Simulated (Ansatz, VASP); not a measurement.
GaN in VASP and in Ansatz

INCAR

```
SYSTEM = GaN
PREC = Accurate
ENCUT = 520
EDIFF = 1E-7
ISMEAR = 0
SIGMA = 0.01
LREAL = .False.
LASPH = .True.
NELM = 100
ALGO = Normal
ISIF = 2
LWAVE = .False.
LCHARG = .False.
GGA = CA
NBANDS = 16
```

The input KPOINTS:

```
Automatic mesh
0
Gamma
  10 10 10
  0 0 0
```

The input POSCAR:

```
GaN
1.0
    0.0000000000      2.2277045316      2.2277045316
    2.2277045316      0.0000000000      2.2277045316
    2.2277045316      2.2277045316      0.0000000000
Ga N
1 1
Direct
    0.0000000000      0.0000000000      0.0000000000
    0.2500000000      0.2500000000      0.2500000000
```

Input for Ansatz:

```yaml
crystal:
  lattice:
    - [0.0, 2.22770453164, 2.22770453164]
    - [2.22770453164, 0.0, 2.22770453164]
    - [2.22770453164, 2.22770453164, 0.0]
  atoms:
    - { symbol: Ga, position: [0.0, 0.0, 0.0] }
    - { symbol: "N", position: [0.25, 0.25, 0.25] }
kpoints:
  mp_grid: { grid: [10, 10, 10] }
scf:
  occupations: { method: fixed }
hamiltonian:
  xc: lda
  pseudopotentials: { kind: paw }
output:
  forces: true
  stress: true
  eigenvalues: true
  eigenstates:
    nscf_kmesh: { grid: [16, 16, 16] }
    de_dk: true
    e_range: [-9, 11.95503373161]
  optics:
    e_range: [0, 20]
    de: 0.2
    sigma: 0.25
    bands: { spectra_wanted_up_to: 20 }
    nscf_kmesh: { grid: [16, 16, 16] }
checkpoint:
  write: ck
  write_wavefunctions: false
```

Alike in both runs: task single point; functional LDA; k mesh 10 × 10 × 10; no spin polarisation.

```csv
,VASP,Ansatz
version,VASP 6.6.1,Ansatz 0.2.0
potentials or method,"VASP PAW LDA potentials, release 64 (Ga_d, N)","PAW with Ansatz's default frozen-core files, scalar-relativistic"
plane-wave cutoff (eV),520,420
occupations,"gaussian, width 0.01 eV",fixed
valence electrons in the cell,18,18
```

```csv
,VASP,Ansatz,Ansatz less VASP
gap on the k mesh at the Fermi level (eV),1.97,1.95,-0.017
pressure (GPa),1.1,0.0,-1.12
```

LDA's correlation is that of Perdew and Zunger in VASP and of Perdew and Wang (1992) in Ansatz.
